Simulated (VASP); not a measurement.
**Hf3Be: single point with PBE**

The system is Hf3Be.

```
Hf Be
1.0
     6.00246    0.00000    0.00000
    -3.00123    5.19828    0.00000
     0.00000    0.00000    4.87444
Hf Be
6 2
Direct
  0.82759 0.65518 0.25000
  0.17241 0.82759 0.75000
  0.34482 0.17241 0.25000
  0.17241 0.34482 0.75000
  0.82759 0.17241 0.25000
  0.65518 0.82759 0.75000
  0.33333 0.66667 0.25000
  0.66667 0.33333 0.75000
```

- Program: VASP 6.6.1
- Task: single point
- Functional: PBE
- Potentials or basis: VASP PAW PBE potentials, release 64 (Hf_pv, Be)
- Cutoff: 520 eV
- k mesh: 6 × 6 × 8
- Occupations: gaussian, width 0.1 eV
- Spin: no spin polarisation

* Pressure: -0.4 GPa
* Largest force: 0.014 eV/Å
* Band gap on the k mesh: zero (band 32 reaches 4.79 eV, above the bottom of band 33 at 4.52 eV)

Forces in eV/Å, atoms in the order of the input:
```
Hf   0.000 -0.014  0.000
Hf   0.013 -0.007  0.000
Hf   0.013  0.007  0.000
Hf   0.000  0.014  0.000
Hf  -0.013  0.007  0.000
Hf  -0.013 -0.007  0.000
Be   0.000  0.000  0.000
Be   0.000  0.000  0.000
```

Levels at points of the mesh, in eV from the Fermi level:
```
           k point  band 30  band 31  band 32  band 33  band 34  band 35
(0.00, 0.00, 0.00)    -0.74    -0.74    -0.37     0.29     0.69     1.23
(0.50, 0.00, 0.00)    -0.75    -0.68    -0.13     0.03     0.89     0.99
(0.00, 0.00, 0.50)    -0.52    -0.40    -0.40     0.16     0.16     1.03
(0.50, 0.00, 0.50)    -0.40     0.04     0.04     0.34     0.34     0.74
```

It took 4.6 min on 1 thread of Intel Xeon 6975P-C (shared host), peak memory 0.37 GiB.

Caveat: spin-orbit coupling is left out, which moves the levels of the heavy elements.
